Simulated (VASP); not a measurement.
LiH: single point with PBE

Crystal: LiH.

```
Li H
1.0
     3.25482    0.00000    0.00000
    -1.62741    2.81876    0.00000
     0.00000    0.00000    4.29205
Li H
2 2
Direct
  0.33333 0.66667 0.25000
  0.66667 0.33333 0.75000
  0.66667 0.33333 0.25000
  0.33333 0.66667 0.75000
```

This cell differs from its parent crystal: uniaxial z strain +5.5%.

| Item | Value |
| --- | --- |
| Program | VASP 6.6.1 |
| Task | single point |
| Functional | PBE |
| Potentials or basis | VASP PAW PBE potentials, release 64 (Li_sv, H) |
| Cutoff | 520 eV |
| k mesh | 12 × 12 × 6 |
| Occupations | fermi-dirac, width 0.02 eV |
| Spin | no spin polarisation |
| Dipole correction | no |
| Further INCAR settings | ALGO = Normal; EDIFF = 1e-06; NBANDS = 12 |

| Property | Result |
| --- | --- |
| Band gap on the k mesh | 2.32 eV, indirect (least direct gap 2.94 eV) |

Levels at points of the mesh, in eV from the valence-band top:
```csv
k point,band 2,band 3,band 4,band 5,band 6,band 7
"(0.00, 0.00, 0.00)",-44.37,-4.77,0.00,2.94,11.25,11.25
"(0.50, 0.00, 0.00)",-44.38,-2.37,-1.67,4.73,6.71,7.85
"(0.00, 0.00, 0.50)",-44.39,-3.37,-3.37,9.09,9.09,13.02
"(0.50, 0.00, 0.50)",-44.38,-2.01,-2.01,4.49,4.49,9.79
```

Run time: 15 s on 1 thread of Intel(R) Xeon(R) Platinum 8488C (Sapphire Rapids) (shared host), peak memory 0.16 GiB.

Caveat: the cell differs from its parent crystal (uniaxial z strain +5.5%). A k mesh can miss the band edges.
